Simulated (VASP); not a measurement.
A run of VASP 6.6.1 is set up as follows.

Contents of INCAR:

```
SYSTEM = Ba
PREC     = Accurate       ! precision mode
ENCUT    = 520            ! plane-wave cutoff, eV
EDIFF    = 1E-7           ! SCF threshold, eV
ISMEAR   = 0              ! smearing method
SIGMA    = 0.15           ! smearing width, eV
LREAL    = .False.        ! projectors in reciprocal space
LASPH    = .True.         ! aspherical terms in the spheres
NELM     = 80             ! most SCF steps
ALGO     = Fast           ! electronic algorithm
ISIF     = 2              ! what is computed and relaxed
LWAVE    = .False.        ! write WAVECAR
LCHARG   = .False.        ! write CHGCAR
GGA      = CA             ! functional
NBANDS   = 11             ! bands
```

KPOINTS

```
Automatic mesh
0
Gamma
  14 14 8
  0 0 0
```

File POSCAR:

```
Ba
1.0
    2.0527500000     -3.8325000000      0.0000000000
    2.0527500000      3.8325000000      0.0000000000
    0.0000000000      0.0000000000      5.9850000000
Ba
1
Direct
    0.0000000000      0.0000000000      0.0000000000
```

Potentials or basis: VASP PAW LDA potentials, release 64 (Ba_sv).

Launch:

```bash
$ cat potpaw_LDA.64/Ba_sv/POTCAR > POTCAR
$ mpirun -np 1 vasp_std > vasp.out
```

Predict the band gap on the k mesh.

zero (band 5 reaches 0.85 eV, above the bottom of band 6 at 0.07 eV).

Predict the pressure.

-0.7 GPa.

Stress tensor (GPa, compression positive):
```
 0.31  0.00  0.00
 0.00 -0.82  0.00
 0.00  0.00 -1.66
```

Caveat: the cell differs from its parent crystal (strain +0.050 along x and y, +0.050 along z); spin-orbit coupling is left out, which moves the levels of the heavy elements.
